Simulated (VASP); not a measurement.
MgO:

```
CELL_PARAMETERS angstrom
0.00000 2.06932 2.06932
2.06932 0.00000 2.06932
2.06932 2.06932 0.00000
ATOMIC_POSITIONS crystal
Mg 0.00000 0.00000 0.00000
O 0.50000 0.50000 0.50000
```

Program: VASP 6.6.1. Alike in all runs: task single point; no spin polarisation; cell as given; k mesh 6 × 6 × 6; cutoff (eV) 520; smearing gaussian 0.01 eV.

Problem. Order these runs on this cell by their pressure, lowest first.
A. level PBEsol; potentials or basis VASP PAW PBE potentials, release 64 (Mg, O)
B. level PBE; potentials or basis VASP PAW PBE potentials, release 64 (Mg, O)
C. level LDA; potentials or basis VASP PAW LDA potentials, release 64 (Mg, O)

Solution. C (0.9 GPa), A (9.1 GPa), B (13.8 GPa).

Caveats: all runs use coarse meshes; the PAW data sets were made with another functional, which shifts forces and pressure a little (some runs).
